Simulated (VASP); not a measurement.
# WS2 (R3m) in VASP: further runs, part 2 of 2

VASP 6.6.1.

## 3. Single point, PBEsol (strain +0.015 along x and y, +0.030 along z)

Contents of INCAR:

```
PREC = Accurate ; ENCUT = 520
EDIFF = 1E-6 ; ISMEAR = 0
SIGMA = 0.05 ; LREAL = False
LASPH = True ; NELM = 80
ALGO = Normal ; ISIF = 2
LWAVE = False ; LCHARG = False
GGA = PS ; NBANDS = 20
```

Contents of KPOINTS:

```
Automatic mesh
0
Gamma
  12 12 12
```

Contents of POSCAR:

```
WS2
1.0
    1.6026853900      0.9253108414      6.3482299000
   -1.6026853900      0.9253108414      6.3482299000
    0.0000000000     -1.8506216827      6.3482299000
W S
1 2
Direct
    0.0000000000      0.0000000000      0.0000000000
    0.7503000000      0.7503000000      0.7503000000
    0.5810000000      0.5810000000      0.5810000000
```

Potentials or basis: VASP PAW PBE potentials, release 64 (W_sv, S).

Run with:

```sh
> cat potpaw_PBE.64/W_sv/POTCAR potpaw_PBE.64/S/POTCAR > POTCAR
> mpirun -np 1 vasp_std > vasp.out
```

OUTCAR:

```text
PREC = Accurate
   ENCUT = 520
   EDIFF = 1E-6
   ISMEAR = 0
   LREAL = False
   LASPH = True
   NELM = 80
   ISIF = 2
   GGA = PS

 ion  position               nearest neighbor table
   1  0.000  0.000  0.000-   2 2.44   2 2.44   2 2.44   3 2.47   3 2.47   3 2.47
   2  0.750  0.750  0.750-   1 2.44   1 2.44   1 2.44
   3  0.581  0.581  0.581-   1 2.47   1 2.47   1 2.47

  LATTYP: Found a trigonal (rhomboedric) cell.
 ALAT       =     6.6124748374
 COS(alpha) =     0.8825106539

  Lattice vectors:

 A1 = (   1.6026853900,   0.9253108414,   6.3482299000)
 A2 = (  -1.6026853900,   0.9253108414,   6.3482299000)
 A3 = (   0.0000000000,  -1.8506216827,   6.3482299000)

Analysis of symmetry for initial positions (statically):
=====================================================================
 Subroutine PRICEL returns:
 Original cell was already a primitive cell.

 Routine SETGRP: Setting up the symmetry group for a
 trigonal (rhombohedral) supercell.

 Subroutine GETGRP returns: Found  6 space group operations
 (whereof  6 operations were pure point group operations)
[... 158 lines left out ...]

 Free energy of the ion-electron system (eV)
  ---------------------------------------------------
  ext. energy  EPLUGINS =         0.00000000
  ---------------------------------------------------
  free energy    TOTEN  =       -25.15739170 eV

  energy without entropy =      -25.15739170  energy(sigma->0) =      -25.15739170

 E-fermi :   6.7078     XC(G=0): -10.8216

 val. band max:        6.5155232154   @ k =   0.5000   0.5000   0.5000
 cond. band min:       7.5849038489   @ k =  -0.1667   0.1667   0.0000
 fundamental gap:      1.0693806335
 Fermi energy:         6.7078401666

 k-point     1 :       0.0000    0.0000    0.0000
  band No.  band energies     occupation
      1     -68.0160      2.00000
      2     -32.2224      2.00000
      3     -32.0754      2.00000
      4     -32.0754      2.00000
      5      -8.5504      2.00000
      6      -6.8156      2.00000
[... 541 lines left out ...]
     19      14.4829      0.00000
     20      14.8670      0.00000

 [... further k-points ...]
[... 5 lines left out ...]
  --------------------------------------------------------------------------------------
  -------------------------------------------------------------------------------------
  Total       -3.0334433     -3.0334433     -3.8347936      0.0000000     -0.0000000      0.0000000
  in kB      -86.0412351    -86.0412351   -108.7709059      0.0000000     -0.0000000      0.0000000
  external PRESSURE =     -93.6177920 kB  Pullay stress =       0.0000000 kB

 VOLUME and BASIS-vectors are now :
 -----------------------------------------------------------------------------
  energy-cutoff  :      520.00
  volume of cell :       56.49
      direct lattice vectors                 reciprocal lattice vectors
     1.602685390  0.925310841  6.348229900     0.311976389  0.180119652  0.052508075
    -1.602685390  0.925310841  6.348229900    -0.311976389  0.180119652  0.052508075
     0.000000000 -1.850621683  6.348229900     0.000000000 -0.360239304  0.052508075

 POSITION                                       TOTAL-FORCE (eV/Angst)
 -----------------------------------------------------------------------------------
      0.00000      0.00000      0.00000         0.000000     -0.000000     -0.520741
      0.00000      0.00000     14.28923         0.000000     -0.000000     -0.931024
      0.00000      0.00000     11.06496         0.000000      0.000000      1.451765
 -----------------------------------------------------------------------------------
    total drift:                                0.000000     -0.000000      0.000053

  FREE ENERGIE OF THE ION-ELECTRON SYSTEM (eV)
  ---------------------------------------------------
  free  energy   TOTEN  =       -25.1573917032 eV

  energy  without entropy=      -25.1573917032  energy(sigma->0) =      -25.15739170
```

OSZICAR:

```text
N       E                     dE             d eps       ncg     rms          rms(c)
DAV:   1     0.193191887598E+03    0.19319E+03   -0.12969E+04  7568   0.128E+03
DAV:   2    -0.163459052022E+02   -0.20954E+03   -0.20269E+03  8996   0.336E+02
DAV:   3    -0.264243196055E+02   -0.10078E+02   -0.99632E+01  9460   0.693E+01
DAV:   4    -0.265705988122E+02   -0.14628E+00   -0.14617E+00  9184   0.909E+00
DAV:   5    -0.265732064551E+02   -0.26076E-02   -0.26075E-02  9524   0.126E+00    0.245E+01
DAV:   6    -0.253951111254E+02    0.11781E+01   -0.69382E+00  8256   0.172E+01    0.978E+00
DAV:   7    -0.252273026880E+02    0.16781E+00   -0.17800E+00  7932   0.727E+00    0.524E+00
DAV:   8    -0.251587189531E+02    0.68584E-01   -0.32280E-01  8716   0.370E+00    0.112E+00
DAV:   9    -0.251578218503E+02    0.89710E-03   -0.12768E-02  9288   0.754E-01    0.512E-01
DAV:  10    -0.251574219082E+02    0.39994E-03   -0.41851E-03  8772   0.470E-01    0.701E-02
DAV:  11    -0.251573804280E+02    0.41480E-04   -0.62793E-04  8544   0.165E-01    0.600E-02
DAV:  12    -0.251573851727E+02   -0.47446E-05   -0.62084E-05  8792   0.587E-02    0.139E-02
DAV:  13    -0.251573914851E+02   -0.63124E-05   -0.93562E-06  8604   0.210E-02    0.740E-03
DAV:  14    -0.251573917032E+02   -0.21813E-06   -0.13697E-06  6852   0.645E-03
   1 F= -.25157392E+02 E0= -.25157392E+02  d E =-.620862E-11
```

It took 19 min on 1 thread of Intel Xeon 8259CL, shared host; peak memory 0.47 GiB.

Results:

- Free energy: -25.1574 eV
- Pressure: -9.4 GPa
- Largest force: 1.452 eV/Å
- Band gap on the k mesh: 1.07 eV (least direct gap 1.84 eV)

Forces on the atoms (eV/Å):
```
W    0.000  0.000 -0.521
S    0.000  0.000 -0.931
S    0.000  0.000  1.452
```

Stress tensor (GPa, compression positive):
```
 -8.60   0.00   0.00
  0.00  -8.60   0.00
  0.00   0.00 -10.88
```

Levels at points of the mesh, in eV from the valence-band top:
| k point | band 11 | band 12 | band 13 | band 14 | band 15 | band 16 |
| --- | --- | --- | --- | --- | --- | --- |
| (0.00, 0.00, 0.00) | -1.93 | -1.51 | -1.04 | 2.24 | 2.24 | 2.48 |
| (0.50, 0.00, 0.00) | -2.43 | -1.56 | -1.49 | 2.33 | 2.58 | 3.59 |
| (0.50, 0.50, 0.00) | -2.95 | -1.73 | -1.33 | 2.30 | 2.69 | 3.21 |
| (0.50, 0.50, 0.50) | -1.91 | -1.91 | 0.00 | 2.30 | 2.30 | 2.39 |

Caveat: the cell differs from its parent crystal (strain +0.015 along x and y, +0.030 along z); the cell stands under tension; the PAW data sets were made with another functional, which shifts forces and pressure a little; spin-orbit coupling is left out, which moves the levels of the heavy elements.

## 4. Single point, PBEsol (strain +0.030 along x and y, +0.030 along z)

Contents of INCAR:

```
SYSTEM = WS2
  PREC = Accurate
  ENCUT = 520
  EDIFF = 1E-6
  ISMEAR = 0
  SIGMA = 0.05
  LREAL = .False.
  LASPH = .True.
  NELM = 80
  ALGO = Normal
  ISIF = 2
  LWAVE = .False.
  LCHARG = .True.
  GGA = PS
  LELF = .True.
  LVHAR = .True.
  NBANDS = 20
```

Contents of KPOINTS:

```
Automatic mesh
0
Gamma
  12 12 12
  0 0 0
```

Contents of POSCAR:

```
WS2
1.0
    1.6263703958      0.9389853858      6.3482299000
   -1.6263703958      0.9389853858      6.3482299000
    0.0000000000     -1.8779707716      6.3482299000
W S
1 2
Direct
    0.0000000000      0.0000000000      0.0000000000
    0.7503000000      0.7503000000      0.7503000000
    0.5810000000      0.5810000000      0.5810000000
```

Potentials or basis: VASP PAW PBE potentials, release 64 (W_sv, S).

Run with:

```sh
> cat potpaw_PBE.64/W_sv/POTCAR potpaw_PBE.64/S/POTCAR > POTCAR
> mpirun -np 1 vasp_std > vasp.out
```

OUTCAR:

```text
SYSTEM = WS2
   PREC = Accurate
   ENCUT = 520
   EDIFF = 1E-6
   ISMEAR = 0
   LREAL = .False.
   LASPH = .True.
   NELM = 80
   ISIF = 2
   GGA = PS

 ion  position               nearest neighbor table
   1  0.000  0.000  0.000-   2 2.46   2 2.46   2 2.46   3 2.49   3 2.49   3 2.49
   2  0.750  0.750  0.750-   1 2.46   1 2.46   1 2.46
   3  0.581  0.581  0.581-   1 2.49   1 2.49   1 2.49

  LATTYP: Found a trigonal (rhomboedric) cell.
 ALAT       =     6.6201810460
 COS(alpha) =     0.8792939096

  Lattice vectors:

 A1 = (   1.6263703958,   0.9389853858,   6.3482299000)
 A2 = (  -1.6263703958,   0.9389853858,   6.3482299000)
 A3 = (   0.0000000000,  -1.8779707716,   6.3482299000)

Analysis of symmetry for initial positions (statically):
=====================================================================
 Subroutine PRICEL returns:
 Original cell was already a primitive cell.

 Routine SETGRP: Setting up the symmetry group for a
 trigonal (rhombohedral) supercell.

 Subroutine GETGRP returns: Found  6 space group operations
 (whereof  6 operations were pure point group operations)
 out of a pool of 12 trial point group operations.

The static configuration has the point symmetry C_3v.

Analysis of symmetry for dynamics (positions and initial velocities):
=====================================================================
 Subroutine PRICEL returns:
 Original cell was already a primitive cell.

 Routine SETGRP: Setting up the symmetry group for a
 trigonal (rhombohedral) supercell.

 Subroutine GETGRP returns: Found  6 space group operations
 (whereof  6 operations were pure point group operations)
 out of a pool of 12 trial point group operations.

The dynamic configuration has the point symmetry C_3v.

 Subroutine INISYM returns: Found  6 space group operations
 (whereof  6 operations are pure point group operations),
 and found     1 'primitive' translations

[... 108 lines left out ...]
   NUPDOWN=      -1.0000    fix difference up-down
   EMIN   =  10.00;   EMAX   =-10.00  energy-range for DOS
   EFERMI =   0.00;   METHOD = LEGACY
   ISMEAR =     0;   SIGMA  =   0.05  broadening in eV -4-tet -1-fermi 0-gaus
   EFERMI_NEDOS =   21; number of points for ismear=-14 and -15
   IALGO  =     38    algorithm
   IMIX   =      4    mixing-type and parameters
     AMIX     =   0.40;   BMIX     =  1.00
     AMIX_MAG =   1.60;   BMIX_MAG =  1.00
  volume/ion in A,a.u.               =      19.39       130.85
  Fermi-wavevector in a.u.,A,eV,Ry     =   1.251714  2.365397 21.317455  1.566789
  Thomas-Fermi vector in A             =   2.385649
   LORBIT       =      0    0 simple, 1 ext, 2 COOP (PROOUT), +10 PAW based schemes
   GGA     = PS    functional components
   LHFCALC =     F    Hartree Fock is set to
   AEXX    =    0.0000 exact exchange contribution
   IVDW    =     0    specifies the selected vdW correction
   LEPSILON=     F    determine dielectric tensor
   LRPA    =     F    only Hartree local field effects (RPA)
 non-spin polarized calculation
 Gauss-broadening in eV      SIGMA  =   0.05
  energy-cutoff  :      520.00
  volume of cell :       58.17
 maximum number of plane-waves:      1588
 NGX is ok and might be reduce to    50
   NGX = 25   NGY = 25   NGZ = 25

 number of electron      25.9999999 magnetization

 Free energy of the ion-electron system (eV)
  ---------------------------------------------------
  ext. energy  EPLUGINS =         0.00000000
  ---------------------------------------------------
  free energy    TOTEN  =       -25.04589547 eV

  energy without entropy =      -25.04589547  energy(sigma->0) =      -25.04589547

 E-fermi :   6.4393     XC(G=0): -10.6827

 val. band max:        6.2382833674   @ k =   0.5000   0.5000   0.5000
 cond. band min:       7.2882363192   @ k =  -0.1667   0.1667   0.0000
 fundamental gap:      1.0499529519
 Fermi energy:         6.4392866473

 k-point     1 :       0.0000    0.0000    0.0000
  band No.  band energies     occupation
      1     -68.4188      2.00000
      2     -32.5885      2.00000
      3     -32.4816      2.00000
      4     -32.4816      2.00000
      5      -8.6902      2.00000
      6      -7.0036      2.00000
[... 541 lines left out ...]
     19      14.0030      0.00000
     20      14.4227      0.00000

 [... further k-points ...]
[... 5 lines left out ...]
  --------------------------------------------------------------------------------------
  -------------------------------------------------------------------------------------
  Total       -4.5987503     -4.5987503     -4.6634672     -0.0000000      0.0000000      0.0000000
  in kB     -126.6683803   -126.6683803   -128.4509502     -0.0000000      0.0000000      0.0000000
  external PRESSURE =    -127.2625703 kB  Pullay stress =       0.0000000 kB

 VOLUME and BASIS-vectors are now :
 -----------------------------------------------------------------------------
  energy-cutoff  :      520.00
  volume of cell :       58.17
      direct lattice vectors                 reciprocal lattice vectors
     1.626370396  0.938985386  6.348229900     0.307433043  0.177496550  0.052508075
    -1.626370396  0.938985386  6.348229900    -0.307433043  0.177496550  0.052508075
     0.000000000 -1.877970772  6.348229900     0.000000000 -0.354993100  0.052508075

 POSITION                                       TOTAL-FORCE (eV/Angst)
 -----------------------------------------------------------------------------------
      0.00000      0.00000      0.00000         0.000000      0.000000     -0.485868
      0.00000      0.00000     14.28923         0.000000      0.000000     -1.193136
      0.00000      0.00000     11.06496         0.000000     -0.000000      1.679004
 -----------------------------------------------------------------------------------
    total drift:                                0.000000      0.000000      0.000038

  FREE ENERGIE OF THE ION-ELECTRON SYSTEM (eV)
  ---------------------------------------------------
  free  energy   TOTEN  =       -25.0458954717 eV

  energy  without entropy=      -25.0458954717  energy(sigma->0) =      -25.04589547
```

stdout:

```text
POSCAR found type information on POSCAR W S
 POSCAR found :  2 types and       3 ions
 scaLAPACK will be used
 -----------------------------------------------------------------------------
|                                                                             |
|                                                                             |
|     You enforced a specific xc type in the INCAR file but a different       |
|     I HOPE YOU KNOW WHAT YOU ARE DOING!                                     |
|                                                                             |
 -----------------------------------------------------------------------------

 LDA part: xc-table for (Slater+PW92), standard interpolation
 POSCAR, INCAR and KPOINTS ok, starting setup
 FFT: planning ... GRIDC
 FFT: planning ... GRID_SOFT
 FFT: planning ... GRID
 WAVECAR not read
 entering main loop
```

Wall time 19 min (1 thread of Intel Xeon 8259CL, shared host); peak memory 0.48 GiB.

Results:

| Property | Result |
| --- | --- |
| Free energy | -25.0459 eV |
| Pressure | -12.7 GPa |
| Largest force | 1.679 eV/Å |
| Band gap on the k mesh | 1.05 eV (least direct gap 1.68 eV) |

Forces on the atoms (eV/Å):
```
W    0.000  0.000 -0.486
S    0.000  0.000 -1.193
S    0.000  0.000  1.679
```

Caveat: the cell differs from its parent crystal (strain +0.030 along x and y, +0.030 along z); the cell stands under tension; the PAW data sets were made with another functional, which shifts forces and pressure a little; spin-orbit coupling is left out, which moves the levels of the heavy elements. A k mesh can miss the band edges.

## 5. Summary

| cell | gap on the mesh (eV) | pressure (GPa) | largest force (eV/Å) |
| --- | --- | --- | --- |
| a = 6.443 Å, angles 29.2°, 3 atoms | 0.81 | -8.9 | 0.92 |
| a = 6.612 Å, angles 28.1°, 3 atoms | 1.07 | -9.4 | 1.45 |
| a = 6.620 Å, angles 28.4°, 3 atoms | 1.05 | -12.7 | 1.68 |

Alike in all rows: task single point; level PBEsol; potentials or basis VASP PAW PBE potentials, release 64 (W_sv, S); no spin polarisation; k mesh 12 × 12 × 12; cutoff (eV) 520; smearing gaussian 0.05 eV.

Caveats: the PAW data sets were made with another functional, which shifts forces and pressure a little; spin-orbit coupling is left out, which moves the levels of the heavy elements; the cell stands under tension (at least some runs); the stress differs along the axes, from -11 to -6 GPa (at least some runs).

Total energies depend on the potentials used, so only differences within one code and one set of settings carry meaning.
